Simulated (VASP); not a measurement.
# GaN (P6_3mc) in VASP: single point with LDA

Aim: the single point of GaN with LDA.

Everything below comes from runs of VASP 6.6.1. Logs are shortened: lines on timing, memory, paths and dates and some standing lists are left out, and cuts for length are marked.

## 1. The cell of the first run

The structure is hexagonal, space group P6_3mc (No. 186). Conventional cell: a = 3.152 Å, b = 3.152 Å, c = 5.138 Å, α = 90.00°, β = 90.00°, γ = 120.00°. Ga (site symmetry 3m) has 4 N at 1.93 Å within 2.6 Å. Within 2.6 Å of N (site symmetry 3m) lie 4 Ga at 1.93 Å.

## 2. Single point, LDA

INCAR reads:

```
ALGO     = Normal         # electronic algorithm
EDIFF    = 1E-6           # SCF threshold, eV
ENCUT    = 910            # plane-wave cutoff, eV
GGA      = CA             # functional
GGA_COMPAT= F            
ISIF     = 2              # what is computed and relaxed
ISMEAR   = -1             # smearing method
LASPH    = T              # aspherical terms in the spheres
LCHARG   = T              # write CHGCAR
LELF     = T              # ELF
LREAL    = F              # projectors in reciprocal space
LVHAR    = T            
LWAVE    = F              # write WAVECAR
NBANDS   = 26             # bands
NELM     = 120            # most SCF steps
PREC     = Accurate       # precision mode
SIGMA    = 0.1            # smearing width, eV
```

KPOINTS reads:

```
k-points
0
Gamma
  14 14 8
```

POSCAR reads:

```
GaN
1.0
    3.1518145779      0.0000000000      0.0000000000
   -1.5759072890      2.7295514925      0.0000000000
    0.0000000000      0.0000000000      5.1383977961
Ga N
2 2
Direct
    0.3333333333      0.6666666667     -0.0007042242
    0.6666666667      0.3333333333      0.4992957758
    0.3333333333      0.6666666667      0.3757042242
    0.6666666667      0.3333333333      0.8757042242
```

Potentials or basis: VASP PAW LDA potentials, release 64 (Ga_d, N_h).

The run is started by

```bash
> cat potpaw_LDA.64/Ga_d/POTCAR potpaw_LDA.64/N_h/POTCAR > POTCAR
> mpirun -np 1 vasp_std > vasp.out
```

OUTCAR:

```text
EDIFF = 1E-6
   ENCUT = 910
   GGA = CA
   ISIF = 2
   ISMEAR = -1
   LASPH = T
   LREAL = F
   NELM = 120
   PREC = Accurate

 ion  position               nearest neighbor table
   1  0.333  0.667  0.999-   4 1.93   4 1.93   4 1.93   3 1.93
   2  0.667  0.333  0.499-   3 1.93   3 1.93   3 1.93   4 1.93
   3  0.333  0.667  0.376-   2 1.93   2 1.93   2 1.93   1 1.93
   4  0.667  0.333  0.876-   1 1.93   1 1.93   1 1.93   2 1.93

  LATTYP: Found a hexagonal cell.
 ALAT       =     3.1518145779
 C/A-ratio  =     1.6302982517

  Lattice vectors:

 A1 = (   3.1518145779,   0.0000000000,   0.0000000000)
 A2 = (  -1.5759072890,   2.7295514925,   0.0000000000)
 A3 = (   0.0000000000,   0.0000000000,   5.1383977961)

Analysis of symmetry for initial positions (statically):
=====================================================================
 Subroutine PRICEL returns:
 Original cell was already a primitive cell.

 Routine SETGRP: Setting up the symmetry group for a
 hexagonal supercell.

 Subroutine GETGRP returns: Found 12 space group operations
 (whereof  6 operations were pure point group operations)
 out of a pool of 24 trial point group operations.

The static configuration has the point symmetry C_3v.
 The point group associated with its full space group is C_6v.

Analysis of symmetry for dynamics (positions and initial velocities):
=====================================================================
 Subroutine PRICEL returns:
 Original cell was already a primitive cell.

 Routine SETGRP: Setting up the symmetry group for a
 hexagonal supercell.

 Subroutine GETGRP returns: Found 12 space group operations
 (whereof  6 operations were pure point group operations)
 out of a pool of 24 trial point group operations.

The dynamic configuration has the point symmetry C_3v.
 The point group associated with its full space group is C_6v.

 Subroutine INISYM returns: Found 12 space group operations
 (whereof  6 operations are pure point group operations),
 and found     1 'primitive' translations

----------------------------------------------------------------------------------------

                                     Primitive cell

  volume of cell :      44.2058

  direct lattice vectors                    reciprocal lattice vectors
     3.151814578  0.000000000  0.000000000     0.317277548  0.183180278  0.000000000
    -1.575907289  2.729551493  0.000000000     0.000000000  0.366360555  0.000000000
     0.000000000  0.000000000  5.138397796     0.000000000  0.000000000  0.194613193
[... 88 lines left out ...]
   EDIFF  = 0.1E-05   stopping-criterion for ELM
   LREAL  =      F    real-space projection
   EDIFFG = 0.1E-04   stopping-criterion for IOM
   NSW    =      0    number of steps for IOM
   IBRION =     -1    ionic relax: 0-MD 1-quasi-New 2-CG
   NFREE  =      0    steps in history (QN), initial steepest desc. (CG)
   ISIF   =      2    stress and relaxation
   ISYM   =      2    0-nonsym 1-usesym 2-fastsym
   POTIM  = 0.5000    time-step for ionic-motion
   TEBEG  =    0.0;   TEEND  =   0.0 temperature during run
   PSTRESS=    0.0 pullay stress
   NELECT =      36.0000    total number of electrons
   NUPDOWN=      -1.0000    fix difference up-down
   EMIN   =  10.00;   EMAX   =-10.00  energy-range for DOS
   EFERMI =   0.00;   METHOD = LEGACY
   ISMEAR =    -1;   SIGMA  =   0.10  broadening in eV -4-tet -1-fermi 0-gaus
   EFERMI_NEDOS =   21; number of points for ismear=-14 and -15
   IALGO  =     38    algorithm
   IMIX   =      4    mixing-type and parameters
     AMIX     =   0.40;   BMIX     =  1.00
     AMIX_MAG =   1.60;   BMIX_MAG =  1.00
  volume/ion in A,a.u.               =      11.05        74.58
  Fermi-wavevector in a.u.,A,eV,Ry     =   1.528794  2.889003 31.799708  2.337213
  Thomas-Fermi vector in A             =   2.636504
   LORBIT       =      0    0 simple, 1 ext, 2 COOP (PROOUT), +10 PAW based schemes
   GGA     = CA    functional components
   LHFCALC =     F    Hartree Fock is set to
   AEXX    =    0.0000 exact exchange contribution
   IVDW    =     0    specifies the selected vdW correction
   LEPSILON=     F    determine dielectric tensor
   LRPA    =     F    only Hartree local field effects (RPA)
 non-spin polarized calculation
  energy-cutoff  :      910.00
  volume of cell :       44.21
 maximum number of plane-waves:      2786
 NGX is ok and might be reduce to    32
   NGX = 15   NGY = 15   NGZ = 25

 number of electron      35.9999996 magnetization

 Free energy of the ion-electron system (eV)
  ---------------------------------------------------
  ext. energy  EPLUGINS =         0.00000000
  ---------------------------------------------------
  free energy    TOTEN  =       -27.91487362 eV

  energy without entropy =      -27.91487322  energy(sigma->0) =      -27.91487342

 E-fermi :   6.9935     XC(G=0): -12.3139

 val. band max:        5.7595285881   @ k =   0.0000   0.0000   0.0000
 cond. band min:       7.9065695780   @ k =   0.0000   0.0000   0.0000
 fundamental gap:      2.1470409899
 Fermi energy:         6.9934665079

 k-point     1 :       0.0000    0.0000    0.0000
  band No.  band energies     occupation
      1     -10.3822      2.00000
      2      -9.4013      2.00000
      3      -7.8281      2.00000
      4      -7.8107      2.00000
      5      -7.8107      2.00000
      6      -7.7436      2.00000
[... 685 lines left out ...]
     25      18.3825      0.00000
     26      18.5279      0.00000

 [... further k-points ...]

------------------------ aborting loop because EDIFF is reached ----------------------------------------

  FORCE on cell =-STRESS in cart. coord.  units (eV):
  Direction    XX          YY          ZZ          XY          YZ          ZX
  --------------------------------------------------------------------------------------
  -------------------------------------------------------------------------------------
  Total        0.3034045      0.3034045      0.3027791     -0.0000000      0.0000000      0.0000000
  in kB       10.9964596     10.9964596     10.9737957     -0.0000000      0.0000000      0.0000000
  external PRESSURE =      10.9889050 kB  Pullay stress =       0.0000000 kB

 VOLUME and BASIS-vectors are now :
 -----------------------------------------------------------------------------
  energy-cutoff  :      910.00
  volume of cell :       44.21
      direct lattice vectors                 reciprocal lattice vectors
     3.151814578  0.000000000  0.000000000     0.317277548  0.183180278  0.000000000
    -1.575907289  2.729551493  0.000000000     0.000000000  0.366360555  0.000000000
     0.000000000  0.000000000  5.138397796     0.000000000  0.000000000  0.194613193

 POSITION                                       TOTAL-FORCE (eV/Angst)
 -----------------------------------------------------------------------------------
     -0.00000      1.81970      5.13478         0.000000      0.000000      0.001143
      1.57591      0.90985      2.56558        -0.000000     -0.000000      0.001143
     -0.00000      1.81970      1.93052        -0.000000      0.000000     -0.001143
      1.57591      0.90985      4.49972         0.000000     -0.000000     -0.001143
 -----------------------------------------------------------------------------------
    total drift:                               -0.000000     -0.000000      0.000081

  FREE ENERGIE OF THE ION-ELECTRON SYSTEM (eV)
  ---------------------------------------------------
  free  energy   TOTEN  =       -27.9148736188 eV

  energy  without entropy=      -27.9148732203  energy(sigma->0) =      -27.91487342
```

stdout:

```text
POSCAR found type information on POSCAR GaN
 POSCAR found :  2 types and       4 ions
 scaLAPACK will be used
 LDA part: xc-table for (Slater(with rela. corr.)+CA(PZ))
 , standard interpolation
 POSCAR, INCAR and KPOINTS ok, starting setup
 FFT: planning ... GRIDC
 FFT: planning ... GRID_SOFT
 FFT: planning ... GRID
 WAVECAR not read
 entering main loop
```

It took 5 min on 1 thread of Intel Xeon Platinum 8259CL at 2.50GHz (Skylake/Cascade Lake), shared host; peak memory 0.38 GiB.

What came out:

- Free energy: -27.9149 eV
- Pressure: 1.1 GPa
- Band gap on the k mesh: 2.15 eV

Caveat: the cutoff is under 1.25 times the usual one of these potentials, so pressure, stress and relaxed cells hold a basis-set (Pulay) error. A k mesh can miss the band edges.
